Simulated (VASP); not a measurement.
# Hf: single point with r2SCAN

Crystal: Hf.

```
Hf
1.0
     0.00000    1.97789    2.79674
     1.97789    0.00000    2.79674
     1.97789    1.97789    0.00000
Hf
1
Direct
  0.00000 0.00000 0.00000
```

This cell differs from its parent crystal: ratio of the length along z to the lengths across it x 1.414, volume and fractional coordinates fixed.

| Quantity | Value |
| --- | --- |
| Program | VASP 6.6.1 |
| Task | single point |
| Functional | r2SCAN |
| Potentials or basis | VASP PAW PBE potentials, release 64 (Hf_pv) |
| Cutoff | 520 eV |
| k mesh | 20 × 20 × 20 |
| Occupations | gaussian, width 0.15 eV |
| Spin | no spin polarisation |

The pressure is 0.4 GPa and the band gap on the k mesh is zero (band 5 reaches 5.94 eV, above the bottom of band 6 at 3.67 eV).

Stress tensor (GPa, compression positive):
```
  8.03   0.00   0.00
  0.00   8.03   0.00
  0.00   0.00 -14.72
```

Levels at points of the mesh, in eV from the Fermi level:
| k point | band 2 | band 3 | band 4 | band 5 | band 6 | band 7 | band 8 | band 9 |
| --- | --- | --- | --- | --- | --- | --- | --- | --- |
| (0.00, 0.00, 0.00) | -30.73 | -30.73 | -7.33 | -0.65 | 0.84 | 4.07 | 4.07 | 7.65 |
| (0.50, 0.00, 0.00) | -31.12 | -30.64 | -3.35 | -0.29 | 1.02 | 3.67 | 6.32 | 6.62 |
| (0.50, 0.50, 0.00) | -30.80 | -30.80 | -3.99 | -1.75 | -0.35 | 7.27 | 7.27 | 8.09 |
| (0.50, 0.00, 0.50) | -31.82 | -31.00 | -3.33 | -1.51 | 4.30 | 5.16 | 5.19 | 8.51 |

It took 8.6 min on 1 thread of Intel Xeon 6975P-C, with other jobs on the host, peak memory 0.29 GiB.

Caveat: the PAW data sets were made with another functional, which shifts forces and pressure a little; spin-orbit coupling is left out, which moves the levels of the heavy elements.
